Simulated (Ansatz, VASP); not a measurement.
Si7Ge: VASP beside Ansatz

```xyz
16
Lattice="0.0000 -5.4592 0.0000 0.0000 0.0000 -5.4592 11.9184 0.0000 0.0000" Properties=species:S:1:pos:R:3 pbc="T T T"
Si    7.5276   -4.0802   -4.0802
Si    2.0685   -4.0802   -4.0802
Si    6.1487   -2.7296   -2.7296
Si    0.6895   -2.7296   -2.7296
Si    8.8783   -2.7296   -5.4592
Si    3.4191   -2.7296   -5.4592
Si    8.8783   -5.4592   -2.7296
Si    3.4191   -5.4592   -2.7296
Si   10.2289   -4.0802   -1.3790
Si    4.7697   -4.0802   -1.3790
Si   10.2289   -1.3790   -4.0802
Si    4.7697   -1.3790   -4.0802
Si    7.5276   -1.3790   -1.3790
Si    2.0685   -1.3790   -1.3790
Ge    6.1487   -5.4592   -5.4592
Ge    0.6895   -5.4592   -5.4592
```

Alike in both runs: task single point; functional PBEsol; k mesh 6 × 6 × 3; occupations gaussian, width 0.03 eV; no spin polarisation.

|  | VASP | Ansatz |
| --- | --- | --- |
| version | VASP 6.6.1 | Ansatz 0.2.0 |
| potentials or method | VASP PAW PBE potentials, release 64 (Si, Ge_d), cutoff 520 eV | scalar-relativistic, plane waves, PAW |
| valence electrons in the cell | 84 | 84 |

|  | VASP | Ansatz | Ansatz less VASP |
| --- | --- | --- | --- |
| gap on the k mesh at the Fermi level (eV) | none | none | - |
| pressure (GPa) | -3.1 | -3.2 | -0.06 |
| traceless stress, the component that is largest in VASP (GPa) | -2.31 | -2.31 | +0.004 |
| rms of the force components (eV/Å) | 0.517 | 0.515 | -0.0015 |

VASP's potentials were made for PBE, not for PBEsol. Atom by atom the forces differ by 0.004 eV/Å (rms over components). A gap of «none» marks a metal or a gap that the smearing closes.
